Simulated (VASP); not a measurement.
Input of a VASP 6.6.1 run:

File POSCAR:

```
GaN
1.0
    2.9672035353      0.0000000000      0.0000000000
   -1.4836017677      2.5696736398      0.0000000000
    0.0000000000      0.0000000000      5.0329255188
Ga N
2 2
Direct
    0.0000000000      0.0000000000      0.0000000000
    0.0000000000      0.0000000000      0.5000000000
    0.3333333333      0.6666666667      0.2500000000
    0.6666666667      0.3333333333      0.7500000000
```

The input INCAR.step1:

```
SYSTEM = GaN
  PREC = Accurate
  ENCUT = 520
  ISMEAR = 0
  SIGMA = 0.01
  LREAL = .False.
  LASPH = .True.
  NELM = 80
  NBANDS = 26
  GGA = PE
  ALGO = Normal
  EDIFF = 1E-4
  LWAVE = .True.
  LCHARG = .False.
```

The input INCAR.step2:

```
SYSTEM = GaN
  PREC = Accurate
  ENCUT = 520
  EDIFF = 1E-6
  ISMEAR = 0
  SIGMA = 0.01
  LREAL = .False.
  LASPH = .True.
  NELM = 80
  ALGO = Normal
  ISIF = 2
  LWAVE = .False.
  LCHARG = .True.
  METAGGA = R2SCAN
  LMIXTAU = .True.
  LELF = .True.
  LVHAR = .True.
  NBANDS = 26
  ISTART = 1
```

KPOINTS

```
regular mesh
0
Gamma
  9 9 4
  0 0 0
```

Potentials or basis: VASP PAW PBE potentials, release 64 (Ga_d, N).

Launch:

```sh
$ cat potpaw_PBE.64/Ga_d/POTCAR potpaw_PBE.64/N/POTCAR > POTCAR
$ cp INCAR.step1 INCAR
$ mpirun -np 1 vasp_std > vasp.out
$ cp INCAR.step2 INCAR
$ mpirun -np 1 vasp_std > vasp.out
```

Predict the pressure.

1.1 GPa.

What does it give for the band gap on the k mesh?

1.89 eV (least direct gap 2.27 eV).

Stress tensor (GPa, compression positive):
```
1.08 0.00 0.00
0.00 1.08 0.00
0.00 0.00 1.15
```

Caveat: the PAW data sets were made with another functional, which shifts forces and pressure a little; an odd mesh through Γ misses points on the zone boundary, where band edges can lie.
